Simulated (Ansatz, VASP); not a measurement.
**GaSb3: VASP beside Ansatz**

File INCAR:

```
ALGO = Normal
EDIFF = 1E-6
ENCUT = 520
GGA = PS
ISIF = 2
ISMEAR = 0
IVDW = 12
LASPH = True
LCHARG = False
LREAL = False
LWAVE = False
NBANDS = 22
NELM = 100
PREC = Accurate
SIGMA = 0.15
```

The input KPOINTS:

```
k-points
0
Gamma
  10 10 10
```

File POSCAR:

```
GaSb3
1.0
    0.0000000000      3.6334637421      3.5857729617
    3.6334637421      0.0000000000      3.5857729617
    3.6334637421      3.6334637421      0.0000000000
Ga Sb
1 3
Direct
    0.0000000000      0.0000000000      0.0000000000
    0.2500000000      0.2500000000      0.2500000000
    0.7500000000      0.7500000000      0.7500000000
    0.5000000000      0.5000000000      0.5000000000
```

Input for Ansatz:

```yaml
crystal:
  lattice:
    - [0.0, 3.6334637421, 3.5857729617]
    - [3.6334637421, 0.0, 3.5857729617]
    - [3.6334637421, 3.6334637421, 0.0]
  atoms:
    - { symbol: Ga, position: [0.0, 0.0, 0.0] }
    - { symbol: Sb, position: [0.25, 0.25, 0.25] }
    - { symbol: Sb, position: [0.75, 0.75, 0.75] }
    - { symbol: Sb, position: [0.5, 0.5, 0.5] }
basis:
  ecutwfc: 420
kpoints:
  mp_grid: { grid: [10, 10, 10] }
hamiltonian:
  xc: pbesol
  pseudopotentials: { kind: paw, azcp: { folder: soft_1 } }
  dispersion: d3bj
scf:
  occupations: { method: gaussian, width: 0.15 }
output:
  forces: true
  stress: true
  eigenvalues: true
```

Change from the starting cell: mode 4 frozen in at +0.000 Å, equal normal strain along x and y +0.0133.

Alike in both runs: task single point; functional PBEsol; dispersion D3(BJ); k mesh 10 × 10 × 10; occupations gaussian, width 0.15 eV; no spin polarisation.

```csv
,VASP,Ansatz
version,VASP 6.6.1,Ansatz 0.2.0
potentials or method,"VASP PAW PBE potentials, release 64 (Ga_d, Sb), cutoff 520 eV","scalar-relativistic, plane waves, PAW"
valence electrons in the cell,28,58
```

VASP gave:

| Property | Result |
| --- | --- |
| gap on the k mesh at the Fermi level (eV) | none |
| pressure (GPa) | -1.7 |
| traceless stress, the component that is largest in VASP (GPa) | 0.44 |

Task: What did Ansatz give for the same quantities?

Result: gap on the k mesh at the Fermi level (eV): none; pressure (GPa): -1.8; traceless stress, the component that is largest in VASP (GPa): 0.44.

VASP's potentials were made for PBE, not for PBEsol, and Ansatz warns of the same on its side. A gap of «none» marks a metal or a gap that the smearing closes. VASP's potentials hold 28 valence electrons a cell and Ansatz's 58, so a difference there can come from the potentials and not from the codes.

Spin-orbit coupling is off throughout.
